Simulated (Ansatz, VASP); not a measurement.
**SnO2: VASP beside Ansatz**

Contents of INCAR:

```
PREC = Accurate ; ENCUT = 520
EDIFF = 1E-6 ; ISMEAR = 0
SIGMA = 0.05 ; LREAL = False
LASPH = True ; NELM = 100
ALGO = Normal ; ISIF = 2
LWAVE = False ; LCHARG = False
GGA = PE ; IVDW = 12
NBANDS = 35
```

Contents of KPOINTS:

```
Automatic mesh
0
Gamma
  12 12 4
```

File POSCAR:

```
SnO2
1.0
    3.1576622583      0.0000000000      0.0000000000
   -1.5788311291      2.7346157322      0.0000000000
    0.0000000000      0.0000000000     10.1640545523
Sn O
2 4
Direct
    0.0000000000      0.0000000000      0.5000000000
    0.0000000000      0.0000000000      0.0000000000
    0.6666666667      0.3333333333      0.4018520904
    0.6666666667      0.3333333333      0.0981479096
    0.3333333333      0.6666666667      0.5981479096
    0.3333333333      0.6666666667      0.9018520904
```

Input for Ansatz:

```yaml
crystal:
  lattice:
    - [3.1576622583, 0.0, 0.0]
    - [-1.5788311291, 2.7346157322, 0.0]
    - [0.0, 0.0, 10.1640545523]
  atoms:
    - { symbol: Sn, position: [0.0, 0.0, 0.5] }
    - { symbol: Sn, position: [0.0, 0.0, 0.0] }
    - { symbol: O, position: [0.6666666667, 0.3333333333, 0.4018520904] }
    - { symbol: O, position: [0.6666666667, 0.3333333333, 0.0981479096] }
    - { symbol: O, position: [0.3333333333, 0.6666666667, 0.5981479096] }
    - { symbol: O, position: [0.3333333333, 0.6666666667, 0.9018520904] }
basis:
  ecutwfc: 520.0
kpoints:
  mp_grid: { grid: [12, 12, 4] }
hamiltonian:
  xc: pbe
  pseudopotentials: { kind: paw, azcp: { folder: soft_1 } }
  dispersion: d3bj
scf:
  occupations: { method: gaussian, width: 0.05 }
output:
  forces: true
  stress: true
  eigenvalues: true
  write_density: true
  write_potential: true
  elf: true
  volumetric_format: npy
```

Change from the starting cell: mode 1 frozen in at +0.000 Å, equal normal strain along x, y and z -0.0167.

Alike in both runs: task single point; functional PBE; dispersion D3(BJ); k mesh 12 × 12 × 4; occupations gaussian, width 0.05 eV; no spin polarisation.

|  | VASP | Ansatz |
| --- | --- | --- |
| version | VASP 6.6.1 | Ansatz 0.2.0 |
| potentials or method | VASP PAW PBE potentials, release 64 (Sn_d, O), cutoff 520 eV | scalar-relativistic, plane waves, PAW |
| valence electrons in the cell | 52 | 52 |

|  | VASP | Ansatz | Ansatz less VASP |
| --- | --- | --- | --- |
| gap on the k mesh at the Fermi level (eV) | 2.38 | 2.40 | +0.022 |
| least direct gap on the mesh (eV) | 2.83 | 2.84 | +0.013 |
| pressure (GPa) | 8.4 | 7.7 | -0.71 |
| traceless stress, the component that is largest in VASP (GPa) | -3.50 | -3.10 | +0.403 |
| rms of the force components (eV/Å) | 0.315 | 0.284 | -0.0311 |

Atom by atom the forces differ by 0.031 eV/Å (rms over components).
